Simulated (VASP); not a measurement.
A run of VASP 6.6.1 is set up as follows.

The input POSCAR:

```
CdS
1.0
    0.0000000000      2.8969255847      2.8969255847
    2.8969255847      0.0000000000      2.8969255847
    2.8969255847      2.8969255847      0.0000000000
Cd S
1 1
Direct
    0.0000000000      0.0000000000      0.0000000000
    0.7500000000      0.7500000000      0.7500000000
```

File INCAR.step1:

```
SYSTEM = CdS
PREC = Accurate
ENCUT = 520
EDIFF = 1E-5
ISMEAR = -1
SIGMA = 0.05
LREAL = .FALSE.
LASPH = .TRUE.
NELM = 80
ALGO = Normal
ISIF = 2
LWAVE = .TRUE.
LCHARG = .FALSE.
GGA = PE
NBANDS = 16
```

Contents of INCAR.step2:

```
SYSTEM = CdS
PREC = Accurate
ENCUT = 520
EDIFF = 1E-6
ISMEAR = -1
SIGMA = 0.05
LREAL = .FALSE.
LASPH = .TRUE.
NELM = 80
ALGO = Normal
ISIF = 2
LWAVE = .FALSE.
LCHARG = .FALSE.
GGA = B5
LHFCALC = .TRUE.
AEXX = 0.5
ALDAX = 0.5
AGGAX = 0.5
AGGAC = 1.0
ALDAC = 0.0
PRECFOCK = Normal
ISTART = 1
NBANDS = 16
```

Contents of KPOINTS:

```
regular mesh
0
G
  4 4 4
  0 0 0
```

Potentials or basis: VASP PAW PBE potentials, release 64 (Cd, S).

Run with:

```sh
$ cat potpaw_PBE.64/Cd/POTCAR potpaw_PBE.64/S/POTCAR > POTCAR
$ cp INCAR.step1 INCAR
$ mpirun -np 1 vasp_std > vasp.out
$ cp INCAR.step2 INCAR
$ mpirun -np 1 vasp_std > vasp.out
```

Q: What does it give for the pressure?

A: 5.3 GPa.

Q: Predict the band gap on the k mesh.

A: 4.77 eV.

Caveat: the k points lie up to 0.47 Å⁻¹ apart; the PAW data sets were made with another functional, which shifts forces and pressure a little.
